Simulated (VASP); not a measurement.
Input of a VASP 6.6.1 run:

The input POSCAR:

```
In4O5
1.0
    2.7435000000      1.5839600000      4.8366670000
   -2.7435000000      1.5839600000      4.8366670000
    0.0000000000     -3.1679210000      4.8366670000
In O
4 5
Direct
    0.3638220000      0.3531830000      0.3517750000
    0.1446400000      0.1456990000      0.1427710000
    0.6431650000      0.6340170000      0.6450530000
    0.8548550000      0.8580500000      0.8599180000
    0.5516270000      0.9533020000      0.2519650000
    0.9474860000      0.2410700000      0.5489890000
    0.2479580000      0.5438560000      0.9594030000
    0.4542070000      0.0509720000      0.7511570000
    0.0528960000      0.7510450000      0.4528560000
```

INCAR.step1

```
SYSTEM = In4O5
  ALGO = Normal
  EDIFF = 1E-5
  ENCUT = 520
  GGA = PE
  ISIF = 2
  ISMEAR = -1
  LASPH = .True.
  LREAL = .False.
  LWAVE = .True.
  NBANDS = 51
  NELM = 100
  PREC = Accurate
  SIGMA = 0.01
```

The input INCAR.step2:

```
SYSTEM = In4O5
  ALGO = Normal
  EDIFF = 1E-6
  ENCUT = 520
  GGA = PE
  HFSCREEN = 0.2079
  ISIF = 2
  ISMEAR = -1
  ISTART = 1
  LASPH = .True.
  LCHARG = .True.
  LELF = .True.
  LHFCALC = .True.
  LREAL = .False.
  LVHAR = .True.
  LWAVE = .False.
  NBANDS = 51
  NELM = 100
  PREC = Accurate
  PRECFOCK = Fast
  SIGMA = 0.01
```

File KPOINTS:

```
k-points
0
Gamma
  1 1 1
  0 0 0
```

Potentials or basis: VASP PAW PBE potentials, release 64 (In_d, O).

The run is started by

```bash
$ cat potpaw_PBE.64/In_d/POTCAR potpaw_PBE.64/O/POTCAR > POTCAR
$ cp INCAR.step1 INCAR
$ mpirun -np 1 vasp_gam > vasp.out
$ cp INCAR.step2 INCAR
$ mpirun -np 1 vasp_gam > vasp.out
```

(1) Predict the pressure.

(2) Predict the band gap on the k mesh.

(3) What does it give for the largest force?

Answers

(1) 0.5 GPa.

(2) 6.27 eV.

(3) 1.072 eV/Å.

Caveat: the k points lie up to 1.39 Å⁻¹ apart; the PAW data sets were made with another functional, which shifts forces and pressure a little; spin-orbit coupling is left out, which moves the levels of the heavy elements.
